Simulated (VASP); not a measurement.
Fe, 1 atom in the cell. It takes space group Pm-3m (No. 221, cubic). The conventional cell has a = 2.342 Å, b = 2.342 Å, c = 2.342 Å, α = 90.00°, β = 90.00°, γ = 90.00°. Fe (site symmetry m-3m) has 6 Fe at 2.34 Å within 3.1 Å.  This cell differs from its parent crystal: volume scaled by 1.08.

```yaml
Program: VASP 6.6.1
Task: single point
Functional: revPBE
Potentials_or_basis: VASP PAW PBE potentials, release 64 (Fe)
Cutoff: 520 eV
k_mesh: 15 × 15 × 15
Occupations: fermi-dirac, width 0.1 eV
Spin: no spin polarisation
Dipole_correction: no
Further_INCAR_settings: ALGO = Normal; EDIFF = 1e-06; NBANDS = 10
```

Potentials or basis: VASP PAW PBE potentials, release 64 (Fe).

Command:

```console
$ cat potpaw_PBE.64/Fe/POTCAR > POTCAR
$ mpirun -np 1 vasp_std > vasp.out
```

Hardware: 1 thread of Intel(R) Xeon(R) Platinum 8488C (Sapphire Rapids), on a shared host.

Task: Estimate the wall time of this run.

Result: Run time: 8.2 s on 1 thread of Intel(R) Xeon(R) Platinum 8488C (Sapphire Rapids), on a shared host, peak memory 0.13 GiB. Counts: scf iterations 12, k points 120.
